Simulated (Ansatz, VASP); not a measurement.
## One calculation of PbF2, two programs

Contents of POSCAR:

```
PbF2
1.0
    5.8916182835      0.0000000000      0.0000000000
    0.0000000000      2.9458159519      2.9458164139
    0.0000000000     -2.9458159519      2.9458164139
Pb F
2 4
Direct
    0.5000000000      0.9699092199      0.9699092199
    0.0000000000      0.4699092199      0.4699092199
    0.7500052181      0.9699224601      0.4699213200
    0.2499947819      0.4699213200      0.9699224601
    0.7499947819      0.4699224601      0.9699213200
    0.2500052181      0.9699213200      0.4699224601
```

INCAR.step1

```
  PREC = Accurate
  ENCUT = 520
  EDIFF = 1E-5
  ISMEAR = 0
  SIGMA = 0.01
  LREAL = False
  LASPH = True
  NELM = 120
  ALGO = Normal
  ISIF = 2
  LWAVE = True
  LCHARG = False
  NBANDS = 37
  GGA = PE
  GGA_COMPAT = False
  KPAR = 4
```

The input INCAR.step2:

```
  PREC = Accurate
  ENCUT = 520
  EDIFF = 1E-6
  ISMEAR = 0
  SIGMA = 0.01
  LREAL = False
  LASPH = True
  NELM = 120
  ALGO = Normal
  ISIF = 2
  LWAVE = False
  LCHARG = False
  GGA = PE
  LHFCALC = True
  HFSCREEN = 0.2079
  PRECFOCK = Normal
  NBANDS = 37
  ISTART = 1
  GGA_COMPAT = False
  KPAR = 4
```

The input KPOINTS:

```
Automatic mesh
0
Gamma
  2 4 4
```

Input for Ansatz:

```yaml
crystal:
  lattice:
    - [5.8916182835, 0.0, 0.0]
    - [0.0, 2.9458159519, 2.9458164139]
    - [0.0, -2.9458159519, 2.9458164139]
  atoms:
    - { symbol: Pb, position: [0.5, 0.9699092199, 0.9699092199] }
    - { symbol: Pb, position: [0.0, 0.4699092199, 0.4699092199] }
    - { symbol: F, position: [0.7500052181, 0.9699224601, 0.46992132] }
    - { symbol: F, position: [0.2499947819, 0.46992132, 0.9699224601] }
    - { symbol: F, position: [0.7499947819, 0.4699224601, 0.96992132] }
    - { symbol: F, position: [0.2500052181, 0.96992132, 0.4699224601] }
kpoints:
  mp_grid: { grid: [2, 4, 4] }
hamiltonian:
  xc: hse06
scf:
  occupations: { method: fixed }
  n_extra_bands: 5
output:
  forces: true
  stress: true
  eigenvalues: true
```

Alike in both runs: task single point; functional HSE06; k mesh 2 × 4 × 4; no spin polarisation.

|  | VASP | Ansatz |
| --- | --- | --- |
| version | VASP 6.6.1 | Ansatz 0.2.0 |
| potentials or method | VASP PAW PBE potentials, release 64 (Pb_d, F) | plane waves, PAW |
| plane-wave cutoff (eV) | 520 | 420 |
| occupations | gaussian, width 0.01 eV | fixed |
| valence electrons in the cell | 56 | 56 |

```tsv
	VASP	Ansatz	Ansatz less VASP
gap on the k mesh at the Fermi level (eV)	5.71	5.71	+0.007
pressure (GPa)	2.3	2.4	+0.12
```

Ansatz's warnings: near symmetry operation missed by atoms, stress exchange threshold loose, stress scf threshold loose, structure snapped to symmetry, symmetry narrowed to a group.

The k mesh is coarse, so the values compare programs but aren't converged. Spin-orbit coupling is off throughout.
